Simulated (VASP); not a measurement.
# AlPd4 (Im-3m) in VASP: a series of runs, part 2 of 2

VASP 6.6.1. Earlier steps stand in the parts before.

## 4. Single point, PBE

This run uses another cell than the first one, of 18.00 Å³/atom, 1.227 times its volume.

Input file INCAR:

```
SYSTEM = AlPd4
PREC     = Accurate       ! precision mode
ENCUT    = 520            ! plane-wave cutoff, eV
EDIFF    = 1E-7           ! SCF threshold, eV
ISMEAR   = 0              ! smearing method
SIGMA    = 0.1            ! smearing width, eV
LREAL    = .False.        ! projectors in reciprocal space
LASPH    = .True.         ! aspherical terms in the spheres
NELM     = 60             ! most SCF steps
ALGO     = Fast           ! electronic algorithm
ISIF     = 2              ! what is computed and relaxed
LWAVE    = .False.        ! write WAVECAR
LCHARG   = .False.        ! write CHGCAR
GGA      = PE             ! functional
NBANDS   = 30             ! bands
```

Input file KPOINTS:

```
regular mesh
0
Gamma
  10 10 10
  0 0 0
```

Input file POSCAR:

```
AlPd4
1.0
   -2.8233300394      2.8233300394      2.8233300394
    2.8233300394     -2.8233300394      2.8233300394
    2.8233300394      2.8233300394     -2.8233300394
Al Pd
1 4
Direct
    0.0000000000      0.0000000000      0.0000000000
    0.0000000000      0.0000000000      0.5000000000
    0.0000000000      0.5000000000      0.0000000000
    0.5000000000      0.0000000000      0.0000000000
    0.5000000000      0.5000000000      0.5000000000
```

Potentials or basis: VASP PAW PBE potentials, release 64 (Al, Pd).

Started as:

```bash
> cat potpaw_PBE.64/Al/POTCAR potpaw_PBE.64/Pd/POTCAR > POTCAR
> mpirun -np 1 vasp_std > vasp.out
```

OUTCAR:

```text
SYSTEM = AlPd4
   PREC = Accurate
   ENCUT = 520
   EDIFF = 1E-7
   ISMEAR = 0
   LREAL = .False.
   LASPH = .True.
   NELM = 60
   ISIF = 2
   GGA = PE

 ion  position               nearest neighbor table
   1  0.000  0.000  0.000-   2 2.45   3 2.45   4 2.45   5 2.45   2 2.45   3 2.45   4 2.45   5 2.45

   2  0.000  0.000  0.500-   1 2.45   1 2.45   4 2.82   5 2.82   3 2.82   3 2.82   4 2.82   5 2.82

   3  0.000  0.500  0.000-   1 2.45   1 2.45   4 2.82   5 2.82   2 2.82   2 2.82   5 2.82   4 2.82

   4  0.500  0.000  0.000-   1 2.45   1 2.45   3 2.82   5 2.82   5 2.82   2 2.82   2 2.82   3 2.82

   5  0.500  0.500  0.500-   1 2.45   1 2.45   3 2.82   4 2.82   4 2.82   3 2.82   2 2.82   2 2.82

  LATTYP: Found a body centered cubic cell.
 ALAT       =     5.6466600788

  Lattice vectors:

 A1 = (  -2.8233300394,   2.8233300394,   2.8233300394)
 A2 = (   2.8233300394,  -2.8233300394,   2.8233300394)
 A3 = (   2.8233300394,   2.8233300394,  -2.8233300394)

Analysis of symmetry for initial positions (statically):
=====================================================================
 Subroutine PRICEL returns:
 Original cell was already a primitive cell.

 Routine SETGRP: Setting up the symmetry group for a
 body centered cubic supercell.

 Subroutine GETGRP returns: Found 48 space group operations
 (whereof 48 operations were pure point group operations)
 out of a pool of 48 trial point group operations.

The static configuration has the point symmetry O_h .

Analysis of symmetry for dynamics (positions and initial velocities):
=====================================================================
 Subroutine PRICEL returns:
 Original cell was already a primitive cell.

 Routine SETGRP: Setting up the symmetry group for a
 body centered cubic supercell.

 Subroutine GETGRP returns: Found 48 space group operations
 (whereof 48 operations were pure point group operations)
[... 127 lines left out ...]
     AMIX     =   0.40;   BMIX     =  1.00
     AMIX_MAG =   1.60;   BMIX_MAG =  1.00
  volume/ion in A,a.u.               =      18.00       121.50
  Fermi-wavevector in a.u.,A,eV,Ry     =   1.279723  2.418326 22.282141  1.637691
  Thomas-Fermi vector in A             =   2.412192
   LORBIT       =      0    0 simple, 1 ext, 2 COOP (PROOUT), +10 PAW based schemes
   GGA     = PE    functional components
   LHFCALC =     F    Hartree Fock is set to
   AEXX    =    0.0000 exact exchange contribution
   IVDW    =     0    specifies the selected vdW correction
   LEPSILON=     F    determine dielectric tensor
   LRPA    =     F    only Hartree local field effects (RPA)
 non-spin polarized calculation
 RMM-DIIS sequential band-by-band and
 Gauss-broadening in eV      SIGMA  =   0.10
  energy-cutoff  :      520.00
  volume of cell :       90.02
 maximum number of plane-waves:      2491
   NGX = 19   NGY = 19   NGZ = 19

 number of electron      43.0000024 magnetization

 Free energy of the ion-electron system (eV)
  ---------------------------------------------------
  ext. energy  EPLUGINS =         0.00000000
  ---------------------------------------------------
  free energy    TOTEN  =       -24.74434140 eV

  energy without entropy =      -24.72628597  energy(sigma->0) =      -24.73531369

 E-fermi :   6.5449     XC(G=0): -11.3217

 val. band max:        6.5385754178   @ k =  -0.2000   0.3000   0.1000
 cond. band min:       6.5607011166   @ k =  -0.4000   0.5000   0.2000
 fundamental gap:      0.0221256987
 Fermi energy:         6.5449129423

 k-point     1 :       0.0000    0.0000    0.0000
  band No.  band energies     occupation
      1      -1.3339      2.00000
      2       2.4402      2.00000
      3       2.4402      2.00000
      4       2.4638      2.00000
      5       3.1575      2.00000
      6       3.1575      2.00000
[... 781 lines left out ...]
     29      15.0592      0.00000
     30      15.5512      0.00000

 [... further k-points ...]

------------------------ aborting loop because EDIFF is reached ----------------------------------------

  FORCE on cell =-STRESS in cart. coord.  units (eV):
  Direction    XX          YY          ZZ          XY          YZ          ZX
  --------------------------------------------------------------------------------------
  -------------------------------------------------------------------------------------
  Total        0.0278120      0.0278120      0.0278120     -0.0000000      0.0000000     -0.0000000
  in kB        0.4949918      0.4949918      0.4949918     -0.0000000      0.0000000     -0.0000000
  external PRESSURE =       0.4949918 kB  Pullay stress =       0.0000000 kB

 VOLUME and BASIS-vectors are now :
 -----------------------------------------------------------------------------
  energy-cutoff  :      520.00
  volume of cell :       90.02
      direct lattice vectors                 reciprocal lattice vectors
    -2.823330039  2.823330039  2.823330039     0.000000000  0.177095838  0.177095838
     2.823330039 -2.823330039  2.823330039     0.177095838  0.000000000  0.177095838
     2.823330039  2.823330039 -2.823330039     0.177095838  0.177095838  0.000000000

 POSITION                                       TOTAL-FORCE (eV/Angst)
 -----------------------------------------------------------------------------------
      0.00000      0.00000      0.00000         0.000000     -0.000000     -0.000000
      1.41167      1.41167     -1.41167        -0.000000      0.000000      0.000000
      1.41167     -1.41167      1.41167        -0.000000     -0.000000     -0.000000
     -1.41167      1.41167      1.41167        -0.000000      0.000000      0.000000
      1.41167      1.41167      1.41167         0.000000     -0.000000     -0.000000
 -----------------------------------------------------------------------------------
    total drift:                                0.000000     -0.000000      0.000000

  FREE ENERGIE OF THE ION-ELECTRON SYSTEM (eV)
  ---------------------------------------------------
  free  energy   TOTEN  =       -24.7443414037 eV

  energy  without entropy=      -24.7262859663  energy(sigma->0) =      -24.73531369
```

stdout:

```text
POSCAR found type information on POSCAR AlPd
 POSCAR found :  2 types and       5 ions
 scaLAPACK will be used
 LDA part: xc-table for (Slater+PW92), standard interpolation
 POSCAR, INCAR and KPOINTS ok, starting setup
 FFT: planning ... GRIDC
 FFT: planning ... GRID_SOFT
 FFT: planning ... GRID
 WAVECAR not read
 entering main loop
```

Wall time 98 s (1 thread of Intel Xeon 6975P-C, shared host); peak memory 0.27 GiB.

Results:

| Quantity | Value |
| --- | --- |
| Free energy | -24.7443 eV |
| Pressure | 0.0 GPa |

Levels at points of the mesh, in eV from the Fermi level:
```csv
k point,band 20,band 21,band 22,band 23,band 24,band 25
"(0.00, 0.00, 0.00)",0.34,0.34,0.91,0.91,0.91,4.87
"(0.50, 0.00, 0.00)",-0.86,-0.84,-0.76,2.48,2.83,2.83
"(0.50, 0.50, 0.50)",0.43,0.43,0.43,0.43,2.63,2.63
```

## 5. Overview

| cell | k mesh | gap on the mesh (eV) | pressure (GPa) |
| --- | --- | --- | --- |
| a = 4.567 Å, angles 109.5°, 5 atoms | 6 × 6 × 6 | none | 36.9 |
| a = 4.885 Å, angles 109.5°, 5 atoms | 6 × 6 × 6 | none | 0.4 |
| a = 4.890 Å, angles 109.5°, 5 atoms | 10 × 10 × 10 | none | 0.0 |

Alike in all rows: task single point; level PBE; potentials or basis VASP PAW PBE potentials, release 64 (Al, Pd); no spin polarisation; cutoff (eV) 520; smearing gaussian 0.1 eV.

Absolute energies hang on the potentials; compare differences alone.
